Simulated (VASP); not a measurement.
A run of VASP 6.6.1 is set up as follows.

File INCAR:

```
PREC = Accurate
ENCUT = 600
EDIFF = 1E-6
ISMEAR = -1
SIGMA = 0.02
LREAL = False
LASPH = True
NELM = 120
ALGO = Normal
ISIF = 2
LWAVE = False
LCHARG = False
GGA = PS
NBANDS = 11
GGA_COMPAT = False
```

Contents of KPOINTS:

```
Automatic mesh
0
Gamma
  9 9 9
```

The input POSCAR:

```
MgO
1.0
    0.0000000000      2.1085000000      2.1085000000
    2.1085000000      0.0000000000      2.1085000000
    2.1085000000      2.1085000000      0.0000000000
Mg O
1 1
Direct
    0.0000000000      0.0000000000      0.0000000000
    0.5000000000      0.5000000000      0.5000000000
```

Potentials or basis: VASP PAW PBE potentials, release 64 (Mg, O).

Run with:

```console
$ cat potpaw_PBE.64/Mg/POTCAR potpaw_PBE.64/O/POTCAR > POTCAR
$ mpirun -np 1 vasp_std > vasp.out
```

Task: What does it give for the band gap on the k mesh?

Result: 4.60 eV.

Task: Predict the pressure.

Result: -1.0 GPa.

Caveat: the PAW data sets were made with another functional, which shifts forces and pressure a little.
